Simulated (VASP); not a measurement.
# Si16O (a cell with a defect) in VASP: further runs

Si16O (a cell with a defect) is run at these levels: PBE; tasks: single point.

Program: VASP 6.6.1. These are calculated values, not measurements. Logs are shortened: lines on timing, memory, paths and dates and some standing lists are left out, and cuts for length are marked.

## 1. The cell of the first run

The cell holds a defect, 17 atoms: a = 7.679 Å, b = 7.679 Å, c = 7.679 Å, α = 60.00°, β = 60.00°, γ = 60.00°.

## 2. Single point, PBE, collinear spin, zero start

INCAR reads:

```
SYSTEM = Si16O
PREC = Accurate
ENCUT = 520
EDIFF = 1E-6
ISMEAR = -1
SIGMA = 0.02
LREAL = Auto
LASPH = .True.
NELM = 150
ALGO = Normal
ISIF = 2
LWAVE = .False.
LCHARG = .False.
ISPIN = 2
MAGMOM = 0 0 0 0 0 0 0 0 0 0 0 0 0 0 0 0 0
LORBIT = 11
GGA = PE
NBANDS = 53
```

KPOINTS reads:

```
Automatic mesh
0
Gamma
  2 2 2
  0 0 0
```

POSCAR reads:

```
Si16O
1.0
    0.0000000000      5.4300000000      5.4300000000
    5.4300000000      0.0000000000      5.4300000000
    5.4300000000      5.4300000000      0.0000000000
Si O
16 1
Direct
   -0.0087200737     -0.0148710866      0.0171178637
    0.1442449355      0.1096408840      0.1286279926
    0.0390607735      0.0111786372      0.4950644567
    0.0921086556      0.1435267035      0.6599355433
    0.0254604052      0.4566206262     -0.0377808471
    0.1162430939      0.5965377532      0.0993370166
    0.0674125230      0.5086832413      0.4769152855
    0.1842081031      0.6290699816      0.6198802947
    0.4961602210      0.0045764273     -0.0027532228
    0.6068692449      0.1369060773      0.1297790055
    0.4490976059      0.0921731123      0.4954696133
    0.6423756906      0.1710128913      0.6105156538
    0.4771270718      0.4829097606     -0.0249907919
    0.6153683241      0.5932872928      0.1027532228
    0.5388858195      0.5441344383      0.4575046041
    0.5691160221      0.7063720074      0.6176427256
    0.8092265193      0.7038674033      0.5246777164
```

Potentials or basis: VASP PAW PBE potentials, release 64 (Si, O).

The run is started by

```bash
$ cat potpaw_PBE.64/Si/POTCAR potpaw_PBE.64/O/POTCAR > POTCAR
$ mpirun -np 1 vasp_std > vasp.out
```

OUTCAR:

```text
SYSTEM = Si16O
   PREC = Accurate
   ENCUT = 520
   EDIFF = 1E-6
   ISMEAR = -1
   LREAL = Auto
   LASPH = .True.
   NELM = 150
   ISIF = 2
   ISPIN = 2
   LORBIT = 11
   GGA = PE

 ion  position               nearest neighbor table
   1  0.991  0.985  0.017-   4 2.25  10 2.42   2 2.44   6 2.47
   2  0.144  0.110  0.129-   9 2.21   5 2.21   3 2.31   1 2.44
   3  0.039  0.011  0.495-   4 2.24   2 2.31   8 2.40  12 2.49
   4  0.092  0.144  0.660-   3 2.24   1 2.25  11 2.28   7 2.38
   5  0.025  0.457  0.962-   2 2.21   8 2.25   6 2.32  14 2.57
   6  0.116  0.597  0.099-  13 2.26   5 2.32   1 2.47   7 2.49
   7  0.067  0.509  0.477-  17 1.78   4 2.38   8 2.39   6 2.49  11 3.07  16 3.13
   8  0.184  0.629  0.620-  15 2.24   5 2.25   7 2.39   3 2.40
   9  0.496  0.005  0.997-   2 2.21  10 2.36  12 2.45  14 2.60
  10  0.607  0.137  0.130-  13 2.20  11 2.35   9 2.36   1 2.42
  11  0.449  0.092  0.495-   4 2.28  10 2.35  16 2.42  12 2.47   7 3.07
  12  0.642  0.171  0.611-  15 2.35   9 2.45  11 2.47   3 2.49
  13  0.477  0.483  0.975-  10 2.20   6 2.26  16 2.35  14 2.36
  14  0.615  0.593  0.103-  15 2.35  13 2.36   5 2.57   9 2.60
  15  0.539  0.544  0.458-   8 2.24  16 2.29  14 2.35  12 2.35
  16  0.569  0.706  0.618-  17 1.60  15 2.29  13 2.35  11 2.42   7 3.13
  17  0.809  0.704  0.525-  16 1.60   7 1.78

  LATTYP: Found a face centered cubic cell.
 ALAT       =    10.8600000000

  Lattice vectors:

 A1 = (   0.0000000000,   5.4300000000,   5.4300000000)
 A2 = (   5.4300000000,   0.0000000000,   5.4300000000)
 A3 = (   5.4300000000,   5.4300000000,   0.0000000000)

Analysis of symmetry for initial positions (statically):
=====================================================================
 Subroutine PRICEL returns:
 Original cell was already a primitive cell.

 Routine SETGRP: Setting up the symmetry group for a
 face centered cubic supercell.

 Subroutine GETGRP returns: Found  1 space group operations
 (whereof  1 operations were pure point group operations)
 out of a pool of 48 trial point group operations.

The static configuration has the point symmetry C_1 .

Analysis of symmetry for dynamics (positions and initial velocities):
=====================================================================
 Subroutine PRICEL returns:
 Original cell was already a primitive cell.

 Routine SETGRP: Setting up the symmetry group for a
 face centered cubic supercell.

 Subroutine GETGRP returns: Found  1 space group operations
 (whereof  1 operations were pure point group operations)
 out of a pool of 48 trial point group operations.

The dynamic configuration has the point symmetry C_1 .

Analysis of structural, dynamic, and magnetic symmetry:
=====================================================================
 Subroutine PRICEL returns:
 Original cell was already a primitive cell.

 Routine SETGRP: Setting up the symmetry group for a
 face centered cubic supercell.

 Subroutine GETGRP returns: Found  1 space group operations
 (whereof  1 operations were pure point group operations)
 out of a pool of 48 trial point group operations.

The overall configuration has the point symmetry C_1 .

 Subroutine INISYM returns: Found  1 space group operations
 (whereof  1 operations are pure point group operations),
 and found     1 'primitive' translations

----------------------------------------------------------------------------------------

                                     Primitive cell

  volume of cell :     320.2060

  direct lattice vectors                    reciprocal lattice vectors
     0.000000000  5.430000000  5.430000000    -0.092081031  0.092081031  0.092081031
     5.430000000  0.000000000  5.430000000     0.092081031 -0.092081031  0.092081031
     5.430000000  5.430000000  0.000000000     0.092081031  0.092081031 -0.092081031

  length of vectors
     7.679179644  7.679179644  7.679179644     0.159489025  0.159489025  0.159489025

  position of ions in fractional coordinates (direct lattice)
     0.991279926  0.985128913  0.017117864
     0.144244935  0.109640884  0.128627993
     0.039060773  0.011178637  0.495064457
     0.092108656  0.143526704  0.659935543
     0.025460405  0.456620626  0.962219153
     0.116243094  0.596537753  0.099337017
[... 9 lines left out ...]
     0.569116022  0.706372007  0.617642726
     0.809226519  0.703867403  0.524677716
[... 58 lines left out ...]
   number of dos      NEDOS =    301   number of ions     NIONS =     17
   total plane-waves  NPLWV = 216000
   dimension x,y,z NGX =    60 NGY =   60 NGZ =   60
   dimension x,y,z NGXF=   120 NGYF=  120 NGZF=  120
   ions per type =              16   1
   NGX,Y,Z   is equivalent  to a cutoff of  12.99, 12.99, 12.99 a.u.
   NGXF,Y,Z  is equivalent  to a cutoff of  25.98, 25.98, 25.98 a.u.
 SYSTEM =  Si16O
   PREC   = accura    normal or accurate (medium, high low for compatibility)
   ISTART =      0    job   : 0-new  1-cont  2-samecut
   ICHARG =      2    charge: 1-file 2-atom 10-const
   ISPIN  =      2    spin polarized calculation?
   LNONCOLLINEAR =      F non collinear calculations
   LSORBIT =      F    spin-orbit coupling
   LASPH  =      T    aspherical Exc in radial PAW
   ENCUT  =  520.0 eV  38.22 Ry    6.18 a.u.  14.28 14.28 14.28*2*pi/ulx,y,z
   NELM   =    150;   NELMIN=  2; NELMDL= -5     # of ELM steps
   EDIFF  = 0.1E-05   stopping-criterion for ELM
   LREAL  =      T    real-space projection
   EDIFFG = 0.1E-04   stopping-criterion for IOM
   NSW    =      0    number of steps for IOM
[... 5 lines left out ...]
   TEBEG  =    0.0;   TEEND  =   0.0 temperature during run
   PSTRESS=    0.0 pullay stress
   NELECT =      70.0000    total number of electrons
   NUPDOWN=      -1.0000    fix difference up-down
   EMIN   =  10.00;   EMAX   =-10.00  energy-range for DOS
   EFERMI =   0.00;   METHOD = LEGACY
   ISMEAR =    -1;   SIGMA  =   0.02  broadening in eV -4-tet -1-fermi 0-gaus
   EFERMI_NEDOS =   21; number of points for ismear=-14 and -15
   IALGO  =     38    algorithm
   IMIX   =      4    mixing-type and parameters
     AMIX     =   0.40;   BMIX     =  1.00
     AMIX_MAG =   1.60;   BMIX_MAG =  1.00
  volume/ion in A,a.u.               =      18.84       127.11
  Fermi-wavevector in a.u.,A,eV,Ry     =   0.986199  1.863645 13.232857  0.972588
  Thomas-Fermi vector in A             =   2.117562
   LORBIT       =     11    0 simple, 1 ext, 2 COOP (PROOUT), +10 PAW based schemes
   GGA     = PE    functional components
   LHFCALC =     F    Hartree Fock is set to
   AEXX    =    0.0000 exact exchange contribution
   IVDW    =     0    specifies the selected vdW correction
   LEPSILON=     F    determine dielectric tensor
   LRPA    =     F    only Hartree local field effects (RPA)
 spin polarized calculation
  energy-cutoff  :      520.00
  volume of cell :      320.21
 maximum number of plane-waves:      8646
 NGX is ok and might be reduce to    60
   NGX = 29   NGY = 29   NGZ = 29

 number of electron      70.0000000 magnetization      -0.0000000

 number of electron      70.0000000 magnetization       0.0000000

 Free energy of the ion-electron system (eV)
  ---------------------------------------------------
  ext. energy  EPLUGINS =         0.00000000
  ---------------------------------------------------
  free energy    TOTEN  =       -90.27017508 eV

  energy without entropy =      -90.27007651  energy(sigma->0) =      -90.27012580

 E-fermi :   5.9611     XC(G=0):  -9.5642

 val. band max:        5.8247619429   @ k =   0.5000   0.0000   0.0000
 cond. band min:       6.0947969085   @ k =   0.0000   0.0000   0.0000
 fundamental gap:      0.2700349657
 Fermi energy:         5.9611405298

 spin component 1

 k-point     1 :       0.0000    0.0000    0.0000
  band No.  band energies     occupation
      1     -13.8949      1.00000
      2      -6.0078      1.00000
      3      -4.2086      1.00000
      4      -3.8660      1.00000
      5      -3.7642      1.00000
      6      -3.5216      1.00000
[... 389 lines left out ...]
     46      10.0149      0.00000
     47      10.2779      0.00000
 Fermi energy:         5.9611405298

 spin component 2

 k-point     1 :       0.0000    0.0000    0.0000
  band No.  band energies     occupation
      1     -13.8949      1.00000
      2      -6.0078      1.00000
      3      -4.2086      1.00000
      4      -3.8660      1.00000
      5      -3.7642      1.00000
      6      -3.5216      1.00000
[... 389 lines left out ...]
     46      10.0149      0.00000
     47      10.2779      0.00000
 [bands above 47 left out]

------------------------ aborting loop because EDIFF is reached ----------------------------------------

  FORCE on cell =-STRESS in cart. coord.  units (eV):
  Direction    XX          YY          ZZ          XY          YZ          ZX
  --------------------------------------------------------------------------------------
  -------------------------------------------------------------------------------------
  Total        6.2722333      9.2194910      9.4555423     -1.3391451      2.3615078     -4.6544992
  in kB       31.3836390     46.1304871     47.3115898     -6.7005236     11.8159998    -23.2891724
  external PRESSURE =      41.6085720 kB  Pullay stress =       0.0000000 kB

 VOLUME and BASIS-vectors are now :
 -----------------------------------------------------------------------------
  energy-cutoff  :      520.00
  volume of cell :      320.21
      direct lattice vectors                 reciprocal lattice vectors
     0.000000000  5.430000000  5.430000000    -0.092081031  0.092081031  0.092081031
     5.430000000  0.000000000  5.430000000     0.092081031 -0.092081031  0.092081031
     5.430000000  5.430000000  0.000000000     0.092081031  0.092081031 -0.092081031

 POSITION                                       TOTAL-FORCE (eV/Angst)
 -----------------------------------------------------------------------------------
      5.44220      5.47560     10.73190         0.517600      0.920818     -0.886219
      1.29380      1.48170      1.37860        -0.678537     -0.411146     -1.726437
      2.74890      2.90030      0.27280         0.106931     -1.010968     -1.751915
      4.36280      4.08360      1.27950         0.882300     -0.822153      1.420349
      7.70430      5.36310      2.61770         2.331830     -1.298072     -0.561124
      3.77860      1.17060      3.87040         1.834663      0.657192      0.035051
[... 9 lines left out ...]
      7.18940      6.44410      6.92590         0.156020     -0.617254      0.000020
      6.67100      7.24310      8.21610        -1.346286      2.238693      1.802183
 -----------------------------------------------------------------------------------
    total drift:                                0.002564      0.005830     -0.006940

  FREE ENERGIE OF THE ION-ELECTRON SYSTEM (eV)
  ---------------------------------------------------
  free  energy   TOTEN  =       -90.2701750793 eV

  energy  without entropy=      -90.2700765127  energy(sigma->0) =      -90.27012580

 total charge

# of ion       s       p       d       tot
------------------------------------------
    1        0.747   0.912   0.000   1.659
    2        0.746   0.997   0.000   1.743
    3        0.747   0.942   0.000   1.689
    4        0.751   0.999   0.000   1.750
    5        0.749   0.967   0.000   1.716
    6        0.756   0.928   0.000   1.684
[... 9 lines left out ...]
   16        0.752   0.937   0.000   1.689
   17        1.569   3.585   0.000   5.154
--------------------------------------------------
tot         13.594  18.601   0.000  32.195

 magnetization (x)

# of ion       s       p       d       tot
------------------------------------------
    1        0.000   0.000   0.000   0.000
    2       -0.000   0.000   0.000  -0.000
    3        0.000   0.000   0.000   0.000
    4       -0.000  -0.000   0.000  -0.000
    5        0.000  -0.000   0.000  -0.000
    6       -0.000  -0.000   0.000  -0.000
[... 9 lines left out ...]
   16        0.000  -0.000   0.000  -0.000
   17       -0.000   0.000   0.000   0.000
--------------------------------------------------
tot          0.000   0.000   0.000   0.000
```

Wall time 5.6 min (1 thread of Intel Xeon 6975P-C (Granite Rapids), shared host); peak memory 0.71 GiB.

Results:

| Quantity | Value |
| --- | --- |
| Free energy | -90.2702 eV |
| Pressure | 4.2 GPa |
| Largest force | 3.174 eV/Å |
| Band gap on the k mesh | 0.27 eV |
| Net moment | 0.00 μB per cell |
| Valence electrons inside the program's atomic spheres | Si 1.66, 1.74, 1.69, 1.75, 1.72, 1.68, 1.58, 1.71, 1.63, 1.62 (each value once); O 5.15 |

Forces in eV/Å, atoms in the order of the input:
```
Si   0.518  0.921 -0.886
Si  -0.679 -0.411 -1.726
Si   0.107 -1.011 -1.752
Si   0.882 -0.822  1.420
Si   2.332 -1.298 -0.561
Si   1.835  0.657  0.035
Si   0.730 -1.754 -0.892
Si  -0.496 -1.588 -0.114
Si  -2.044  1.081  0.826
Si  -1.314  1.203 -0.914
Si  -0.330  1.239  0.230
Si  -0.510  0.309 -0.844
Si   0.884 -0.698  1.663
Si   0.283  0.031  1.847
Si  -1.007  0.518 -0.134
Si   0.156 -0.617  0.000
O   -1.346  2.239  1.802
```

Stress tensor (GPa, compression positive):
```
 3.14 -0.67 -2.33
-0.67  4.61  1.18
-2.33  1.18  4.73
```

Levels at points of the mesh, in eV from the valence-band top:
Spin up:
| k point | band 33 | band 34 | band 35 | band 36 | band 37 | band 38 |
| --- | --- | --- | --- | --- | --- | --- |
| (0.00, 0.00, 0.00) | -0.23 | -0.19 | -0.04 | 0.27 | 0.61 | 0.71 |
| (0.50, 0.00, 0.00) | -0.59 | -0.17 | 0.00 | 0.65 | 1.16 | 1.27 |
| (0.00, 0.50, 0.00) | -0.71 | -0.42 | -0.22 | 0.82 | 1.06 | 1.51 |
| (0.00, 0.00, 0.50) | -0.62 | -0.52 | -0.34 | 0.94 | 1.13 | 1.53 |
| (0.50, 0.50, 0.50) | -0.67 | -0.41 | -0.29 | 0.92 | 1.37 | 1.49 |
| (0.50, 0.50, 0.00) | -1.00 | -0.89 | -0.16 | 1.01 | 1.28 | 2.01 |
| (0.00, 0.50, 0.50) | -0.96 | -0.75 | -0.12 | 1.05 | 1.50 | 1.99 |
| (0.50, 0.00, 0.50) | -1.07 | -0.76 | -0.33 | 1.31 | 1.38 | 1.99 |
Spin down:
```csv
k point,band 32,band 33,band 34,band 35,band 36,band 37,band 38,band 39
"(0.00, 0.00, 0.00)",-0.56,-0.23,-0.19,-0.04,0.27,0.61,0.71,0.97
"(0.50, 0.00, 0.00)",-0.84,-0.59,-0.17,0.00,0.65,1.16,1.27,1.60
"(0.00, 0.50, 0.00)",-1.06,-0.71,-0.42,-0.22,0.82,1.06,1.51,1.67
"(0.00, 0.00, 0.50)",-0.97,-0.62,-0.52,-0.34,0.94,1.13,1.53,1.69
"(0.50, 0.50, 0.50)",-1.14,-0.67,-0.41,-0.29,0.92,1.37,1.49,1.64
"(0.50, 0.50, 0.00)",-1.18,-1.00,-0.89,-0.16,1.01,1.28,2.01,2.17
"(0.00, 0.50, 0.50)",-1.21,-0.96,-0.75,-0.12,1.05,1.50,1.99,2.23
"(0.50, 0.00, 0.50)",-1.28,-1.07,-0.76,-0.33,1.31,1.38,1.99,2.12
```

Caveat: the k points lie up to 0.50 Å⁻¹ apart.

(Part 1 of 3 ends here.)
